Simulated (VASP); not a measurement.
Crystal: GaAs.

```
CELL_PARAMETERS angstrom
0.00000 2.76914 2.76914
2.76914 0.00000 2.76914
2.76914 2.76914 0.00000
ATOMIC_POSITIONS crystal
As 0.75000 0.75000 0.75000
Ga 0.00000 0.00000 0.00000
```

Base run:

```yaml
Program: VASP 6.6.1
Functional: PBEsol
Dispersion: D3(BJ)
Potentials_or_basis: VASP PAW PBE potentials, release 64 (As, Ga_d)
Cutoff: 520 eV
k_mesh: 8 × 8 × 8
Occupations: fermi-dirac, width 0.05 eV
Spin: no spin polarisation
```

Its results: band gap on the k mesh 0.93 eV, direct; pressure 3.0 GPa.

Question: The run is repeated on the same cell with these changes: functional from PBEsol to r2SCAN. What comes out?

Answer: Band gap on the k mesh 1.50 eV, direct; pressure 4.8 GPa.

r2SCAN gives the wider gap, since meta-GGAs in the generalised Kohn-Sham scheme recover part of the derivative discontinuity.

Caveats: the PAW data sets were made with another functional, which shifts forces and pressure a little.

A k mesh can miss the band edges.
